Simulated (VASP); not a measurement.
# AlNi (Pm-3m) in VASP: notebook, part 2 of 2

VASP 6.6.1. Earlier steps stand in the parts before.

### Step 3. Single point, LDA, collinear spin, ferromagnetic start

This run uses another cell than the first one, of 11.72 Å³/atom, 1.021 times its volume.

INCAR

```
PREC = Accurate
ENCUT = 520
EDIFF = 1E-7
ISMEAR = -1
SIGMA = 0.05
LREAL = False
LASPH = True
NELM = 150
ALGO = Fast
ISIF = 2
LWAVE = False
LCHARG = False
ISPIN = 2
MAGMOM = 1 0
LORBIT = 11
LMAXMIX = 4
GGA = CA
NBANDS = 18
```

KPOINTS

```
Automatic mesh
0
Gamma
  9 9 9
```

POSCAR

```
AlNi
1.0
    2.8616638469      0.0000000000      0.0000000000
    0.0000000000      2.8616638469      0.0000000000
    0.0000000000      0.0000000000      2.8616638469
Ni Al
1 1
Direct
    0.5000000000      0.5000000000      0.5000000000
    0.0000000000      0.0000000000      0.0000000000
```

Potentials or basis: VASP PAW LDA potentials, release 64 (Ni, Al).

On the command line:

```console
> cat potpaw_LDA.64/Ni/POTCAR potpaw_LDA.64/Al/POTCAR > POTCAR
> mpirun -np 1 vasp_std > vasp.out
```

OUTCAR:

```text
PREC = Accurate
   ENCUT = 520
   EDIFF = 1E-7
   ISMEAR = -1
   LREAL = False
   LASPH = True
   NELM = 150
   ISIF = 2
   ISPIN = 2
   LORBIT = 11
   GGA = CA

 ion  position               nearest neighbor table
   1  0.500  0.500  0.500-   2 2.48   2 2.48   2 2.48   2 2.48   2 2.48   2 2.48   2 2.48   2 2.48

   2  0.000  0.000  0.000-   1 2.48   1 2.48   1 2.48   1 2.48   1 2.48   1 2.48   1 2.48   1 2.48

  LATTYP: Found a simple cubic cell.
 ALAT       =     2.8616638469

  Lattice vectors:

 A1 = (   2.8616638469,   0.0000000000,   0.0000000000)
 A2 = (   0.0000000000,   2.8616638469,   0.0000000000)
 A3 = (   0.0000000000,   0.0000000000,   2.8616638469)

Analysis of symmetry for initial positions (statically):
=====================================================================
 Subroutine PRICEL returns:
 Original cell was already a primitive cell.

 Routine SETGRP: Setting up the symmetry group for a
 simple cubic supercell.

 Subroutine GETGRP returns: Found 48 space group operations
 (whereof 48 operations were pure point group operations)
 out of a pool of 48 trial point group operations.

The static configuration has the point symmetry O_h .

Analysis of symmetry for dynamics (positions and initial velocities):
=====================================================================
 Subroutine PRICEL returns:
 Original cell was already a primitive cell.

 Routine SETGRP: Setting up the symmetry group for a
 simple cubic supercell.

 Subroutine GETGRP returns: Found 48 space group operations
 (whereof 48 operations were pure point group operations)
 out of a pool of 48 trial point group operations.

The dynamic configuration has the point symmetry O_h .

Analysis of structural, dynamic, and magnetic symmetry:
=====================================================================
 Subroutine PRICEL returns:
 Original cell was already a primitive cell.

 Routine SETGRP: Setting up the symmetry group for a
 simple cubic supercell.

 Subroutine GETGRP returns: Found 48 space group operations
 (whereof 48 operations were pure point group operations)
 out of a pool of 48 trial point group operations.

The overall configuration has the point symmetry O_h .

 Subroutine INISYM returns: Found 48 space group operations
 (whereof 48 operations are pure point group operations),
 and found     1 'primitive' translations

----------------------------------------------------------------------------------------

                                     Primitive cell

  volume of cell :      23.4345

  direct lattice vectors                    reciprocal lattice vectors
     2.861663847  0.000000000  0.000000000     0.349447054  0.000000000  0.000000000
     0.000000000  2.861663847  0.000000000     0.000000000  0.349447054  0.000000000
     0.000000000  0.000000000  2.861663847     0.000000000  0.000000000  0.349447054

  length of vectors
     2.861663847  2.861663847  2.861663847     0.349447054  0.349447054  0.349447054

  position of ions in fractional coordinates (direct lattice)
     0.500000000  0.500000000  0.500000000
     0.000000000  0.000000000  0.000000000

  ion indices of the primitive-cell ions
   primitive index   ion index
[... 62 lines left out ...]
   NGX,Y,Z   is equivalent  to a cutoff of  13.94, 13.94, 13.94 a.u.
   NGXF,Y,Z  is equivalent  to a cutoff of  27.89, 27.89, 27.89 a.u.
 SYSTEM =  unknown system
   PREC   = accura    normal or accurate (medium, high low for compatibility)
   ISTART =      0    job   : 0-new  1-cont  2-samecut
   ICHARG =      2    charge: 1-file 2-atom 10-const
   ISPIN  =      2    spin polarized calculation?
   LNONCOLLINEAR =      F non collinear calculations
   LSORBIT =      F    spin-orbit coupling
   LASPH  =      T    aspherical Exc in radial PAW
   ENCUT  =  520.0 eV  38.22 Ry    6.18 a.u.   5.32  5.32  5.32*2*pi/ulx,y,z
   NELM   =    150;   NELMIN=  2; NELMDL= -5     # of ELM steps
   EDIFF  = 0.1E-06   stopping-criterion for ELM
   LREAL  =      F    real-space projection
   EDIFFG = 0.1E-05   stopping-criterion for IOM
   NSW    =      0    number of steps for IOM
   IBRION =     -1    ionic relax: 0-MD 1-quasi-New 2-CG
   NFREE  =      0    steps in history (QN), initial steepest desc. (CG)
   ISIF   =      2    stress and relaxation
   ISYM   =      2    0-nonsym 1-usesym 2-fastsym
   POTIM  = 0.5000    time-step for ionic-motion
   TEBEG  =    0.0;   TEEND  =   0.0 temperature during run
   PSTRESS=    0.0 pullay stress
   NELECT =      13.0000    total number of electrons
   NUPDOWN=      -1.0000    fix difference up-down
   EMIN   =  10.00;   EMAX   =-10.00  energy-range for DOS
   EFERMI =   0.00;   METHOD = LEGACY
   ISMEAR =    -1;   SIGMA  =   0.05  broadening in eV -4-tet -1-fermi 0-gaus
   EFERMI_NEDOS =   21; number of points for ismear=-14 and -15
   IALGO  =     68    algorithm
   IMIX   =      4    mixing-type and parameters
     AMIX     =   0.40;   BMIX     =  1.00
     AMIX_MAG =   1.60;   BMIX_MAG =  1.00
  volume/ion in A,a.u.               =      11.72        79.07
  Fermi-wavevector in a.u.,A,eV,Ry     =   1.345150  2.541965 24.618764  1.809428
  Thomas-Fermi vector in A             =   2.473086
   LORBIT       =     11    0 simple, 1 ext, 2 COOP (PROOUT), +10 PAW based schemes
   GGA     = CA    functional components
   LHFCALC =     F    Hartree Fock is set to
   AEXX    =    0.0000 exact exchange contribution
   IVDW    =     0    specifies the selected vdW correction
   LEPSILON=     F    determine dielectric tensor
   LRPA    =     F    only Hartree local field effects (RPA)
 spin polarized calculation
 RMM-DIIS sequential band-by-band and
  energy-cutoff  :      520.00
  volume of cell :       23.43
 maximum number of plane-waves:       651
 NGX is ok and might be reduce to    24
   NGX = 11   NGY = 11   NGZ = 11

 number of electron      13.0000010 magnetization       0.0020493

 number of electron      13.0000010 magnetization      -0.0000834

 Free energy of the ion-electron system (eV)
  ---------------------------------------------------
  ext. energy  EPLUGINS =         0.00000000
  ---------------------------------------------------
  free energy    TOTEN  =       -12.18444706 eV

  energy without entropy =      -12.17809544  energy(sigma->0) =      -12.18127125

 E-fermi :  10.0210     XC(G=0): -12.3997

 val. band max:        9.9602206743   @ k =   0.3333   0.3333   0.0000
 cond. band min:      10.0693794757   @ k =   0.3333   0.1111   0.1111
 fundamental gap:      0.1091588013
 Fermi energy:        10.0209592260

 spin component 1

 k-point     1 :       0.0000    0.0000    0.0000
  band No.  band energies     occupation
      1      -1.2116      1.00000
      2       6.6640      1.00000
      3       6.6640      1.00000
      4       8.3996      1.00000
      5       8.3996      1.00000
      6       8.3996      1.00000
[... 493 lines left out ...]
     17      32.7676      0.00000
     18      36.7225      0.00000

 [... further k-points ...]

 spin component 2

 k-point     1 :       0.0000    0.0000    0.0000
  band No.  band energies     occupation
      1      -1.2116      1.00000
      2       6.6639      1.00000
      3       6.6639      1.00000
      4       8.3996      1.00000
      5       8.3996      1.00000
      6       8.3996      1.00000
[... 493 lines left out ...]
     17      32.7676      0.00000
     18      36.7599      0.00000

 [... further k-points ...]
[... 5 lines left out ...]
  --------------------------------------------------------------------------------------
  -------------------------------------------------------------------------------------
  Total       -0.7456687     -0.7456687     -0.7456687      0.0000000      0.0000000     -0.0000000
  in kB      -50.9800930    -50.9800930    -50.9800930      0.0000000      0.0000000     -0.0000000
  external PRESSURE =     -50.9800930 kB  Pullay stress =       0.0000000 kB

 VOLUME and BASIS-vectors are now :
 -----------------------------------------------------------------------------
  energy-cutoff  :      520.00
  volume of cell :       23.43
      direct lattice vectors                 reciprocal lattice vectors
     2.861663847  0.000000000  0.000000000     0.349447054  0.000000000  0.000000000
     0.000000000  2.861663847  0.000000000     0.000000000  0.349447054  0.000000000
     0.000000000  0.000000000  2.861663847     0.000000000  0.000000000  0.349447054

 POSITION                                       TOTAL-FORCE (eV/Angst)
 -----------------------------------------------------------------------------------
      1.43083      1.43083      1.43083         0.000000      0.000000      0.000000
      0.00000      0.00000      0.00000         0.000000      0.000000      0.000000
 -----------------------------------------------------------------------------------
    total drift:                                0.000000      0.000000     -0.000000

  FREE ENERGIE OF THE ION-ELECTRON SYSTEM (eV)
  ---------------------------------------------------
  free  energy   TOTEN  =       -12.1844470612 eV

  energy  without entropy=      -12.1780954351  energy(sigma->0) =      -12.18127125

 total charge

# of ion       s       p       d       tot
------------------------------------------
    1        0.490   0.536   8.501   9.526
    2        0.391   0.426   0.000   0.817
--------------------------------------------------
tot          0.881   0.962   8.501  10.343

 magnetization (x)

# of ion       s       p       d       tot
------------------------------------------
    1       -0.000  -0.000  -0.000  -0.000
    2        0.000  -0.000   0.000  -0.000
--------------------------------------------------
tot         -0.000  -0.000  -0.000  -0.000
```

stdout:

```text
POSCAR found type information on POSCAR NiAl
 POSCAR found :  2 types and       2 ions
 scaLAPACK will be used
 LDA part: xc-table for (Slater(with rela. corr.)+CA(PZ))
 , standard interpolation
 POSCAR, INCAR and KPOINTS ok, starting setup
 FFT: planning ... GRIDC
 FFT: planning ... GRID_SOFT
 FFT: planning ... GRID
 WAVECAR not read
 entering main loop
WARNING in EDDRMM: call to ZHEGV failed, returncode =   8  4     17
WARNING in EDDRMM: call to ZHEGV failed, returncode =   8  4     15
WARNING in EDDRMM: call to ZHEGV failed, returncode =   8  4     16
WARNING in EDDRMM: call to ZHEGV failed, returncode =   8  4     16
 num prob  num prob  num prob RMM:  16    -0.121844470612E+02   -0.30723E-07   -0.14401E-07  2042   0.220E-03
```

Wall time 27 s (1 thread of Intel Xeon Platinum 8488C (Sapphire Rapids), shared host); peak memory 0.14 GiB.

What came out:

```yaml
Free_energy: -12.1844 eV
Pressure: -5.1 GPa
Net_moment: 0.00 μB per cell
Valence_electrons_inside_the_program's_atomic_spheres: Ni 9.53; Al 0.82
```

Levels at points of the mesh, in eV from the Fermi level:
Spin up:
```tsv
k point	band 2	band 3	band 4	band 5	band 6	band 7	band 8	band 9	band 10	band 11
(0.00, 0.00, 0.00)	-3.36	-3.36	-1.62	-1.62	-1.62	5.55	5.55	5.55	8.28	8.28
```
Spin down:
```
           k point  band 4  band 5  band 6  band 7  band 8  band 9
(0.00, 0.00, 0.00)   -1.62   -1.62   -1.62    5.55    5.55    5.55
```

### Step 4. Single point, LDA, collinear spin, ferromagnetic start

This run uses another cell than the first one, of 11.96 Å³/atom, 1.042 times its volume.

INCAR

```
PREC     = Accurate       # precision mode
ENCUT    = 520            # plane-wave cutoff, eV
EDIFF    = 1E-6           # SCF threshold, eV
ISMEAR   = -1             # smearing method
SIGMA    = 0.05           # smearing width, eV
LREAL    = F              # projectors in reciprocal space
LASPH    = T              # aspherical terms in the spheres
NELM     = 150            # most SCF steps
ALGO     = Fast           # electronic algorithm
ISIF     = 2              # what is computed and relaxed
LWAVE    = F              # write WAVECAR
LCHARG   = F              # write CHGCAR
ISPIN    = 2              # spin polarisation
MAGMOM   = 1 0            # initial moments
LORBIT   = 11             # projections on sites
LMAXMIX  = 4              # l up to which the mixer works
NBANDS   = 18             # bands
```

KPOINTS is that of step 3.

POSCAR

```
AlNi
1.0
    2.8810000000      0.0000000000      0.0000000000
    0.0000000000      2.8810000000      0.0000000000
    0.0000000000      0.0000000000      2.8810000000
Ni Al
1 1
Direct
    0.5000000000      0.5000000000      0.5000000000
    0.0000000000      0.0000000000      0.0000000000
```

On the command line:

```console
> cat potpaw_LDA.64/Ni/POTCAR potpaw_LDA.64/Al/POTCAR > POTCAR
> mpirun -np 1 vasp_std > vasp.out
```

Wall time 24 s (1 thread of Intel Xeon Platinum 8488C (Sapphire Rapids), shared host); peak memory 0.14 GiB.

Results (log left out):

- Free energy: -12.1643 eV
- Pressure: -8.3 GPa
- Net moment: 0.00 μB per cell
- Valence electrons inside the program's atomic spheres: Ni 9.49; Al 0.81

Levels at points of the mesh, in eV from the Fermi level:
Spin up:
```tsv
k point	band 3	band 4	band 5	band 6	band 7	band 8	band 9	band 10
(0.00, 0.00, 0.00)	-3.25	-1.57	-1.57	-1.57	5.47	5.47	5.47	8.22
```
Spin down:
```tsv
k point	band 3	band 4	band 5	band 6	band 7	band 8	band 9	band 10
(0.00, 0.00, 0.00)	-3.25	-1.57	-1.57	-1.57	5.47	5.47	5.47	8.22
```

### Step 5. Single point, PBE, collinear spin, ferromagnetic start

This run uses another cell than the first one, of 11.96 Å³/atom, 1.042 times its volume.

INCAR

```
PREC = Accurate ; ENCUT = 520
EDIFF = 1E-7 ; ISMEAR = -1
SIGMA = 0.05 ; LREAL = False
LASPH = True ; NELM = 150
ALGO = Fast ; ISIF = 2
LWAVE = False ; LCHARG = False
ISPIN = 2 ; MAGMOM = 1 0
LORBIT = 11 ; LMAXMIX = 4
GGA = PE ; NBANDS = 18
```

KPOINTS

```
regular mesh
0
Gamma
  9 9 9
```

POSCAR is that of step 4.

Potentials or basis: VASP PAW PBE potentials, release 64 (Ni, Al).

On the command line:

```console
> cat potpaw_PBE.64/Ni/POTCAR potpaw_PBE.64/Al/POTCAR > POTCAR
> mpirun -np 1 vasp_std > vasp.out
```

Wall time 29 s (1 thread of Intel Xeon Platinum 8488C (Sapphire Rapids), shared host); peak memory 0.16 GiB.

It converged, with:

```
Free energy                                           : -10.5358 eV
Pressure                                              : 2.0 GPa
Net moment                                            : 0.00 μB per cell
Valence electrons inside the program's atomic spheres : Ni 9.46; Al 0.80
```

Levels at points of the mesh, in eV from the Fermi level:
Spin up:
```
           k point  band 3  band 4  band 5  band 6  band 7  band 8  band 9  band 10
(0.00, 0.00, 0.00)   -3.24   -1.55   -1.55   -1.55    5.50    5.50    5.50     8.12
```
Spin down:
| k point | band 3 | band 4 | band 5 | band 6 | band 7 | band 8 | band 9 | band 10 |
| --- | --- | --- | --- | --- | --- | --- | --- | --- |
| (0.00, 0.00, 0.00) | -3.24 | -1.55 | -1.55 | -1.55 | 5.50 | 5.50 | 5.50 | 8.12 |

### Step 6. Overview

```tsv
level	potentials or basis	cell	gap on the mesh (eV)	pressure (GPa)	moment (μB)
PBE	VASP PAW PBE potentials, release 64 (Ni, Al)	a = 2.842 Å, 2 atoms	none	9.4	0.00
LDA	VASP PAW LDA potentials, release 64 (Ni, Al)	a = 2.862 Å, 2 atoms	none	-5.1	0.00
LDA	VASP PAW LDA potentials, release 64 (Ni, Al)	a = 2.881 Å, 2 atoms	none	-8.3	0.00
PBE	VASP PAW PBE potentials, release 64 (Ni, Al)	a = 2.881 Å, 2 atoms	none	2.0	0.00
```

Alike in all rows: task single point; spin collinear, ferromagnetic start; k mesh 9 × 9 × 9; cutoff (eV) 520; smearing fermi-dirac 0.05 eV.

Absolute energies hang on the potentials; compare differences alone.
